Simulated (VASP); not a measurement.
**BN: single point with r2SCAN**

Crystal: BN.

```
B N
1.0
     2.43697    0.00000    0.00000
    -1.21848    2.11048    0.00000
     0.00000    0.00000    4.03511
B N
2 2
Direct
  0.66667 0.33333 0.99935
  0.33333 0.66667 0.49935
  0.66667 0.33333 0.62565
  0.33333 0.66667 0.12565
```

This cell differs from its parent crystal: volume scaled by 0.88, then relaxed in part.

- Program: VASP 6.6.1
- Task: single point
- Functional: r2SCAN
- Potentials or basis: VASP PAW PBE potentials, release 64 (B, N)
- Cutoff: 520 eV
- k mesh: 12 × 12 × 6
- Occupations: gaussian, width 0.02 eV
- Spin: no spin polarisation
- Dipole correction: no
- Further INCAR settings: ALGO = Normal; EDIFF = 1e-07; NBANDS = 16

```yaml
Pressure: 64.7 GPa
Largest_force: 0.006 eV/Å
Band_gap_on_the_k_mesh: 5.43 eV, indirect (least direct gap 9.58 eV)
```

Forces in eV/Å, atoms in the order of the input:
```
B    0.000  0.000 -0.006
B    0.000  0.000 -0.006
N    0.000  0.000  0.006
N    0.000  0.000  0.006
```

Levels at points of the mesh, in eV from the valence-band top:
| k point | band 4 | band 5 | band 6 | band 7 | band 8 | band 9 | band 10 | band 11 | band 12 | band 13 |
| --- | --- | --- | --- | --- | --- | --- | --- | --- | --- | --- |
| (0.00, 0.00, 0.00) | -2.52 | -2.52 | -0.39 | 0.00 | 0.00 | 9.59 | 9.59 | 10.02 | 11.92 | 13.70 |
| (0.50, 0.00, 0.00) | -9.00 | -8.04 | -5.91 | -5.27 | -2.49 | 7.78 | 8.97 | 12.00 | 13.36 | 15.57 |
| (0.00, 0.00, 0.50) | -6.61 | -1.40 | -1.40 | -1.40 | -1.40 | 11.38 | 11.38 | 11.38 | 11.38 | 11.49 |
| (0.50, 0.00, 0.50) | -11.60 | -4.47 | -4.47 | -4.24 | -4.24 | 7.66 | 7.66 | 11.62 | 11.62 | 16.61 |

Wall time 85 s on 1 thread of Intel(R) Xeon(R) 6975P-C (Granite Rapids), with other jobs on the host, peak memory 0.14 GiB.

Caveat: the PAW data sets were made with another functional, which shifts forces and pressure a little. A k mesh can miss the band edges.
